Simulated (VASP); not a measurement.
A run of VASP 6.6.1 is set up as follows.

The input INCAR:

```
SYSTEM = HgH2
ALGO = Normal
EDIFF = 1E-6
ENCUT = 500
GGA = PE
GGA_COMPAT = .False.
ISIF = 2
ISMEAR = 0
LASPH = .True.
LCHARG = .False.
LREAL = .False.
LWAVE = .False.
NBANDS = 31
NELM = 120
PREC = Accurate
SIGMA = 0.1
```

File KPOINTS:

```
k-points
0
Gamma
  6 6 4
  0 0 0
```

The input POSCAR:

```
HgH2
1.0
    3.7584911600      0.0000000000      0.0000000000
    0.0000000000      3.7584911600      0.0000000000
    0.0000000000      0.0000000000      7.0436517508
Hg H
2 4
Direct
    0.0000000000      0.5000000000      0.8421581712
    0.5000000000      0.0000000000      0.1578418288
    0.0000000000      0.0000000000      0.0000000000
    0.5000000000      0.5000000000      0.0000000000
    0.0000000000      0.5000000000      0.6076598599
    0.5000000000      0.0000000000      0.3923401401
```

Potentials or basis: VASP PAW PBE potentials, release 64 (Hg_sv_GW, H).

Command:

```sh
$ cat potpaw_PBE.64/Hg_sv_GW/POTCAR potpaw_PBE.64/H/POTCAR > POTCAR
$ mpirun -np 1 vasp_std > vasp.out
```

Estimate the largest force.

0.016 eV/Å.

Predict the band gap on the k mesh.

zero (bands 22 and 23 overlap by 0.31 eV).

Estimate the pressure.

-0.7 GPa.

Forces on the atoms (eV/Å):
```
Hg   0.000  0.000  0.014
Hg   0.000  0.000 -0.014
H    0.000  0.000  0.000
H    0.000  0.000  0.000
H    0.000  0.000 -0.016
H    0.000  0.000  0.016
```

Caveat: spin-orbit coupling is left out, which moves the levels of the heavy elements.
